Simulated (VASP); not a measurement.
Set up this calculation in VASP 6.6.1, as the native input.

- Task: single point
- Functional: PBE
- Potentials or basis: VASP PAW PBE potentials, release 64 (Be, H, Br)
- Cutoff: 600 eV
- k mesh: 6 × 6 × 2
- Occupations: gaussian, width 0.2 eV
- Spin: no spin polarisation
- Dipole correction: no
- Further INCAR settings: ALGO = Normal; EDIFF = 1e-06; NBANDS = 22

The structure of Be3H4Br2 lies in POSCAR:

```
Be3H4Br2
1.0
    3.3539474332      0.0000000000      0.0000000000
   -1.6769737166      2.9046036801      0.0000000000
    0.0000000000      0.0000000000      9.7167597545
Be H Br
3 4 2
Direct
    0.6666666667      0.3333333333      0.9078663002
    0.0000000000      1.0000000000      0.5000000000
    0.3333333333      0.6666666667      0.0921336998
    0.3333333333      0.6666666667      0.5036581961
    0.6666666667      0.3333333333      0.0521706727
    0.6666666667      0.3333333333      0.4963418039
    0.3333333333      0.6666666667      0.9478293273
    0.0000000000      0.0000000000      0.7583103297
    0.0000000000      1.0000000000      0.2416896703
```

One way to write it, as run:

INCAR

```
SYSTEM = Be3H4Br2
  ALGO = Normal
  EDIFF = 1E-6
  ENCUT = 600
  GGA = PE
  GGA_COMPAT = .False.
  ISIF = 2
  ISMEAR = 0
  LASPH = .True.
  LCHARG = .False.
  LREAL = .False.
  LWAVE = .False.
  NBANDS = 22
  NELM = 120
  PREC = Accurate
  SIGMA = 0.2
```

KPOINTS

```
k-points
0
Gamma
  6 6 2
  0 0 0
```

Potentials or basis: VASP PAW PBE potentials, release 64 (Be, H, Br).

Command:

```bash
$ cat potpaw_PBE.64/Be/POTCAR potpaw_PBE.64/H/POTCAR potpaw_PBE.64/Br/POTCAR > POTCAR
$ mpirun -np 1 vasp_std > vasp.out
```

It gave:

```yaml
Pressure: 0.0 GPa
Largest_force: 0.028 eV/Å
Band_gap_on_the_k_mesh: zero (bands 12 and 13 overlap by 3.25 eV)
```

Caveat: the k points lie up to 0.36 Å⁻¹ apart, too coarse for converged energies and pressures of a metal.

Wall time 18 s on 1 thread of Intel(R) Xeon(R) 6975P-C (Granite Rapids), on a shared host, peak memory 0.23 GiB.
